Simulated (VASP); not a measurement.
# F (C2/c) in VASP: relaxation of cell and atoms with PBE+D3(BJ)

Aim: the relaxation of cell and atoms of F with PBE+D3(BJ).

All numbers are computed with VASP 6.6.1; they aren't measurements. Logs are shortened: lines on timing, memory, paths and dates and some standing lists are left out, and cuts for length are marked.

**1. The cell of the first run**

Symmetry: C2/c, No. 15, monoclinic system. Conventional cell: a = 5.731 Å, b = 3.413 Å, c = 6.953 Å, α = 90.00°, β = 97.58°, γ = 90.00°. F (site symmetry 1) has 1 F at 1.42 Å within 1.9 Å.

**2. Relaxation of cell and atoms, PBE+D3(BJ)**

Input file INCAR:

```
PREC = Accurate
ENCUT = 910
EDIFF = 1E-7
ISMEAR = 0
SIGMA = 0.02
LREAL = F
LASPH = T
NELM = 120
ALGO = Normal
ISIF = 3
LWAVE = F
LCHARG = F
GGA = PE
IVDW = 12
IBRION = 2
NSW = 100
EDIFFG = -0.005
GGA_COMPAT = F
NELMIN = 4
```

Input file KPOINTS:

```
regular mesh
0
Gamma
  8 8 4
```

Input file POSCAR:

```
F
1.0
    2.8623360149     -1.7063933171      0.1364467012
    2.8623360149      1.7063933171      0.1364467012
   -1.2443186869      0.0000000000      6.8403871128
F
4
Direct
    0.9259031001      0.5859905672      0.0945888670
    0.4140094328      0.0740968999      0.4054111330
    0.0740968999      0.4140094328      0.9054111330
    0.5859905672      0.9259031001      0.5945888670
```

Potentials or basis: VASP PAW PBE potentials, release 64 (F_h).

On the command line:

```sh
$ cat potpaw_PBE.64/F_h/POTCAR > POTCAR
$ mpirun -np 1 vasp_std > vasp.out
```

OUTCAR:

```text
PREC = Accurate
   ENCUT = 910
   EDIFF = 1E-7
   ISMEAR = 0
   LREAL = F
   LASPH = T
   NELM = 120
   ISIF = 3
   GGA = PE
   IVDW = 12
   IBRION = 2
   NSW = 100
   EDIFFG = -0.005
   NELMIN = 4
 IVDW          = 12

 ion  position               nearest neighbor table
   1  0.926  0.586  0.095-   3 1.42
   2  0.414  0.074  0.405-   4 1.42
   3  0.074  0.414  0.905-   1 1.42
   4  0.586  0.926  0.595-   2 1.42

  LATTYP: Found a base centered monoclinic cell.
 ALAT       =     5.7311727123
 B/A-ratio  =     0.5954778900
 C/A-ratio  =     1.2131272119
 COS(beta)  =    -0.1319207875

  Lattice vectors:

 A1 = (   2.8623360149,  -1.7063933171,   0.1364467012)
 A2 = (   2.8623360149,   1.7063933171,   0.1364467012)
 A3 = (  -1.2443186869,   0.0000000000,   6.8403871128)

Analysis of symmetry for initial positions (statically):
=====================================================================
 Subroutine PRICEL returns:
 Original cell was already a primitive cell.

 Routine SETGRP: Setting up the symmetry group for a
 base centered monoclinic supercell.

 Subroutine GETGRP returns: Found  4 space group operations
 (whereof  2 operations were pure point group operations)
 out of a pool of  4 trial point group operations.

The static configuration has the point symmetry S_2 .
 The point group associated with its full space group is C_2h.

Analysis of symmetry for dynamics (positions and initial velocities):
=====================================================================
 Subroutine PRICEL returns:
 Original cell was already a primitive cell.

 Routine SETGRP: Setting up the symmetry group for a
 base centered monoclinic supercell.

 Subroutine GETGRP returns: Found  4 space group operations
 (whereof  2 operations were pure point group operations)
 out of a pool of  4 trial point group operations.

The dynamic configuration has the point symmetry S_2 .
 The point group associated with its full space group is C_2h.

 Subroutine INISYM returns: Found  4 space group operations
 (whereof  2 operations are pure point group operations),
 and found     1 'primitive' translations

----------------------------------------------------------------------------------------

                                     Primitive cell

  volume of cell :      67.4000

  direct lattice vectors                    reciprocal lattice vectors
     2.862336015 -1.706393317  0.136446701     0.173180762 -0.293015681  0.031502904
     2.862336015  1.706393317  0.136446701     0.173180762  0.293015681  0.031502904
    -1.244318687  0.000000000  6.840387113    -0.006908949  0.000000000  0.144933766

  length of vectors
     3.335170658  3.335170658  6.952641573     0.341821882  0.341821882  0.145098346

  position of ions in fractional coordinates (direct lattice)
     0.925903100  0.585990567  0.094588867
     0.414009433  0.074096900  0.405411133
     0.074096900  0.414009433  0.905411133
     0.585990567  0.925903100  0.594588867

  ion indices of the primitive-cell ions
   primitive index   ion index
                 1           1
                 2           2
                 3           3
                 4           4

----------------------------------------------------------------------------------------

 KPOINTS: regular mesh

Automatic generation of k-mesh.
 Grid dimensions read from file:
 generate k-points for:    8    8    4

 Generating k-lattice:

  Cartesian coordinates                     Fractional coordinates (reciprocal lattice)
     0.021647595 -0.036626960  0.003937863     0.125000000 -0.000000000  0.000000000
     0.021647595  0.036626960  0.003937863    -0.000000000  0.125000000  0.000000000
    -0.001727237  0.000000000  0.036233442    -0.000000000 -0.000000000  0.250000000

  Length of vectors
     0.042727735  0.042727735  0.036274587

  Shift w.r.t. Gamma in fractional coordinates (k-lattice)
     0.000000000  0.000000000  0.000000000

 Subroutine IBZKPT returns following result:
 ===========================================

 Found     78 irreducible k-points:

 Following reciprocal coordinates:
            Coordinates               Weight
  0.000000  0.000000  0.000000      1.000000
  0.125000 -0.000000  0.000000      4.000000
  0.250000 -0.000000  0.000000      4.000000
  0.375000 -0.000000  0.000000      4.000000
  0.500000 -0.000000  0.000000      2.000000
  0.125000  0.125000  0.000000      2.000000
[... 16 lines left out ...]
  0.125000  0.000000  0.250000      4.000000
  0.250000  0.000000  0.250000      4.000000
 [... further k-points ...]
   k-points           NKPTS =     78   k-points in BZ     NKDIM =     78   number of bands    NBANDS=     18
   number of dos      NEDOS =    301   number of ions     NIONS =      4
   total plane-waves  NPLWV =  90720
   dimension x,y,z NGX =    36 NGY =   36 NGZ =   70
   dimension x,y,z NGXF=    72 NGYF=   72 NGZF=  140
   ions per type =               4
   NGX,Y,Z   is equivalent  to a cutoff of  17.94, 17.94, 16.74 a.u.
   NGXF,Y,Z  is equivalent  to a cutoff of  35.89, 35.89, 33.48 a.u.
 SYSTEM =  unknown system
   PREC   = accura    normal or accurate (medium, high low for compatibility)
   ISTART =      0    job   : 0-new  1-cont  2-samecut
   ICHARG =      2    charge: 1-file 2-atom 10-const
   ISPIN  =      1    spin polarized calculation?
   LNONCOLLINEAR =      F non collinear calculations
   LSORBIT =      F    spin-orbit coupling
   LASPH  =      T    aspherical Exc in radial PAW
   ENCUT  =  910.0 eV  66.88 Ry    8.18 a.u.   8.20  8.20 17.10*2*pi/ulx,y,z
   NELM   =    120;   NELMIN=  4; NELMDL= -5     # of ELM steps
   EDIFF  = 0.1E-06   stopping-criterion for ELM
   LREAL  =      F    real-space projection
   EDIFFG = -.5E-02   stopping-criterion for IOM
   NSW    =    100    number of steps for IOM
   IBRION =      2    ionic relax: 0-MD 1-quasi-New 2-CG
   NFREE  =      1    steps in history (QN), initial steepest desc. (CG)
   ISIF   =      3    stress and relaxation
   ISYM   =      2    0-nonsym 1-usesym 2-fastsym
   POTIM  = 0.5000    time-step for ionic-motion
   TEBEG  =    0.0;   TEEND  =   0.0 temperature during run
   PSTRESS=    0.0 pullay stress
   NELECT =      28.0000    total number of electrons
   NUPDOWN=      -1.0000    fix difference up-down
   EMIN   =  10.00;   EMAX   =-10.00  energy-range for DOS
   EFERMI =   0.00;   METHOD = LEGACY
   ISMEAR =     0;   SIGMA  =   0.02  broadening in eV -4-tet -1-fermi 0-gaus
   EFERMI_NEDOS =   21; number of points for ismear=-14 and -15
   IALGO  =     38    algorithm
   IMIX   =      4    mixing-type and parameters
     AMIX     =   0.40;   BMIX     =  1.00
     AMIX_MAG =   1.60;   BMIX_MAG =  1.00
  volume/ion in A,a.u.               =      16.85       113.71
  Fermi-wavevector in a.u.,A,eV,Ry     =   1.221539  2.308375 20.302046  1.492158
  Thomas-Fermi vector in A             =   2.356718
   LORBIT       =      0    0 simple, 1 ext, 2 COOP (PROOUT), +10 PAW based schemes
   GGA     = PE    functional components
   LHFCALC =     F    Hartree Fock is set to
   AEXX    =    0.0000 exact exchange contribution
   IVDW    =    12    specifies the selected vdW correction
   LEPSILON=     F    determine dielectric tensor
   LRPA    =     F    only Hartree local field effects (RPA)
 conjugate gradient relaxation of ions
 non-spin polarized calculation
 Gauss-broadening in eV      SIGMA  =   0.02
  energy-cutoff  :      910.00
  volume of cell :       67.40
 maximum number of plane-waves:      4220
 NGX is ok and might be reduce to    36
   NGX = 17   NGY = 17   NGZ = 35

--------------------------------------- Ionic step        1  -------------------------------------------

 number of electron      28.0000005 magnetization

 Free energy of the ion-electron system (eV)
  ---------------------------------------------------
  ext. energy  EPLUGINS =         0.00000000
  ---------------------------------------------------
  free energy    TOTEN  =        -7.46211361 eV

  energy without entropy =       -7.46211361  energy(sigma->0) =       -7.46211361

------------------------ aborting loop because EDIFF is reached ----------------------------------------

 Edisp (eV)   -0.11007

 E8    (eV) :    -0.0239

  FORCE on cell =-STRESS in cart. coord.  units (eV):
  Direction    XX          YY          ZZ          XY          YZ          ZX
  --------------------------------------------------------------------------------------
  -------------------------------------------------------------------------------------
  Total      -0.38023    -0.30765    -0.26881     0.00000     0.00000    -0.00433
  in kB      -9.03840    -7.31308    -6.38999     0.00000     0.00000    -0.10282
  external pressure =       -7.58 kB  Pullay stress =        0.00 kB
[... 103 lines left out ...]
  FREE ENERGIE OF THE ION-ELECTRON SYSTEM (eV)
  ---------------------------------------------------
  free  energy   TOTEN  =        -7.5757718513 eV

  energy  without entropy=       -7.5757718513  energy(sigma->0) =       -7.57577185

[... ionic steps 4 to 21 ...]

--------------------------------------- Ionic step       22  -------------------------------------------

 number of electron      27.9999998 magnetization

------------------------ aborting loop because EDIFF is reached ----------------------------------------

 Edisp (eV)   -0.11898

 E8    (eV) :    -0.0261
[... 73 lines left out ...]
  energy  without entropy=       -7.5817180708  energy(sigma->0) =       -7.58171807

--------------------------------------- Ionic step       24  -------------------------------------------

 number of electron      27.9999998 magnetization

 Free energy of the ion-electron system (eV)
  ---------------------------------------------------
  ext. energy  EPLUGINS =         0.00000000
  ---------------------------------------------------
  free energy    TOTEN  =        -7.46270100 eV

  energy without entropy =       -7.46270100  energy(sigma->0) =       -7.46270100

 E-fermi :  -4.4668     XC(G=0):  -7.6698

 val. band max:       -4.6149897582   @ k =   0.0000   0.0000   0.0000
 cond. band min:      -1.7350270486   @ k =   0.0000   0.0000   0.0000
 fundamental gap:      2.8799627096
 Fermi energy:        -4.4668161036

 k-point     1 :       0.0000    0.0000    0.0000
  band No.  band energies     occupation
      1     -29.4280      2.00000
      2     -29.2996      2.00000
      3     -23.3330      2.00000
      4     -22.9648      2.00000
      5     -11.1803      2.00000
      6     -10.3770      2.00000
[... 10 lines left out ...]
     17       4.6243      0.00000
     18       7.1266      0.00000
[... 466 lines left out ...]
      2     -29.2919      2.00000
      3     -23.2225      2.00000
      4     -23.0527      2.00000
      5     -10.9873      2.00000
      6     -10.5966      2.00000
[... 10 lines left out ...]
     17       6.2696      0.00000
     18       7.4469      0.00000

 [... further k-points ...]

------------------------ aborting loop because EDIFF is reached ----------------------------------------

 Edisp (eV)   -0.11903

 E8    (eV) :    -0.0261

  FORCE on cell =-STRESS in cart. coord.  units (eV):
  Direction    XX          YY          ZZ          XY          YZ          ZX
  --------------------------------------------------------------------------------------
  -------------------------------------------------------------------------------------
  Total       0.01549     0.00631     0.00992     0.00000     0.00000     0.00604
  in kB       0.39219     0.15975     0.25132     0.00000     0.00000     0.15293
  external pressure =        0.27 kB  Pullay stress =        0.00 kB
[... 19 lines left out ...]
  FREE ENERGIE OF THE ION-ELECTRON SYSTEM (eV)
  ---------------------------------------------------
  free  energy   TOTEN  =        -7.5817261685 eV

  energy  without entropy=       -7.5817261685  energy(sigma->0) =       -7.58172617

 reached required accuracy - stopping structural energy minimisation
```

Wall time 20 min (1 thread of AMD EPYC 9R45 (Zen 5), shared host); peak memory 0.36 GiB.

What came out:

| Item | Value |
| --- | --- |
| Free energy | -7.5817 eV |
| Relaxed volume | 15.82 Å³/atom |
| Relaxed cell | a = 3.242 Å, b = 3.242 Å, c = 6.834 Å, α = 96.10°, β = 96.10°, γ = 62.59° |
| Space group after relaxing (to 0.1 Å) | C2/c (No. 15) |
| Energy gained by relaxing | 2.4 meV/atom |
| Ionic steps | 24 |
| Pressure after relaxing | 0.0 GPa |
| Band gap on the k mesh | 2.88 eV |
| Dispersion energy per atom | -0.030 eV |

Forces on the atoms (eV/Å):
```
F    0.000  0.003  0.000
F    0.000  0.003  0.000
F    0.000 -0.003  0.000
F    0.000 -0.003  0.000
```

Step by step:
```
step  energy change (eV)  largest force (eV/Å)  pressure (GPa)  volume (Å³)
   1              0.0000                0.0070           -0.76        67.40
   2             -0.0028                0.1451           -0.27        66.63
   3             -0.0036                0.2727            0.17        65.93
   4             -0.0043                0.2520            0.16        65.78
   5             -0.0062                0.1914            0.11        65.34
   6             -0.0086                0.0732            0.00        64.46
   7             -0.0083                0.1514           -0.23        62.73
   8             -0.0093                0.0269           -0.10        63.69
   9             -0.0093                0.0329           -0.10        63.65
  10             -0.0093                0.0184           -0.05        63.55
  11             -0.0094                0.0059            0.00        63.46
  12             -0.0094                0.0034            0.00        63.45
  13             -0.0094                0.0025            0.00        63.44
  14             -0.0094                0.0019            0.01        63.43
  15             -0.0094                0.0049            0.03        63.40
  16             -0.0094                0.0021            0.02        63.42
  17             -0.0094                0.0020            0.02        63.42
  18             -0.0094                0.0020            0.01        63.42
  19             -0.0094                0.0024            0.01        63.41
  20             -0.0094                0.0049            0.00        63.39
  21             -0.0095                0.0112           -0.01        63.36
  22             -0.0095                0.0242           -0.04        63.29
  23             -0.0095                0.0180           -0.02        63.29
  24             -0.0095                0.0029            0.03        63.27
```

Final structure:
```cif
data_structure
_symmetry_space_group_name_H-M 'P 1'
_symmetry_Int_Tables_number 1
_cell_length_a 3.2420
_cell_length_b 3.2420
_cell_length_c 6.8343
_cell_angle_alpha 96.105
_cell_angle_beta 96.105
_cell_angle_gamma 62.585
_cell_volume 63.27
loop_
_atom_site_label
_atom_site_type_symbol
_atom_site_fract_x
_atom_site_fract_y
_atom_site_fract_z
_atom_site_occupancy
F1 F 0.92436 0.58821 0.09608 1
F2 F 0.41179 0.07564 0.40392 1
F3 F 0.07564 0.41179 0.90392 1
F4 F 0.58821 0.92436 0.59608 1
```

A k mesh can miss the band edges. PBE gaps usually lie below the measured ones, often by a third to a half.
